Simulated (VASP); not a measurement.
A run of VASP 6.6.1 is set up as follows.

INCAR

```
ALGO = Normal
EDIFF = 1E-6
ENCUT = 520
GGA = PE
ISIF = 2
ISMEAR = 0
LASPH = True
LCHARG = False
LREAL = False
LWAVE = False
NBANDS = 17
NELM = 60
PREC = Accurate
SIGMA = 0.03
```

File KPOINTS:

```
k-points
0
Gamma
  10 10 10
```

File POSCAR:

```
PbSe
1.0
    0.0000000000      2.6750344201      4.0125516301
    2.6750344201      0.0000000000      4.0125516301
    2.6750344201      2.6750344201      0.0000000000
Pb Se
1 1
Direct
    0.0000000000      0.0000000000      0.0000000000
    0.5000000000      0.5000000000      0.5000000000
```

Potentials or basis: VASP PAW PBE potentials, release 64 (Pb_d, Se).

Run with:

```console
$ cat potpaw_PBE.64/Pb_d/POTCAR potpaw_PBE.64/Se/POTCAR > POTCAR
$ mpirun -np 1 vasp_std > vasp.out
```

Task: Predict the band gap on the k mesh.

Result: Zero (band 10 reaches 5.93 eV, above the bottom of band 11 at 5.30 eV).

Task: Estimate the pressure.

Result: 19.7 GPa.

Stress tensor (GPa, compression positive):
```
30.68  0.00  0.00
 0.00 30.68  0.00
 0.00  0.00 -2.41
```

Caveat: spin-orbit coupling is left out, which moves the levels of the heavy elements.
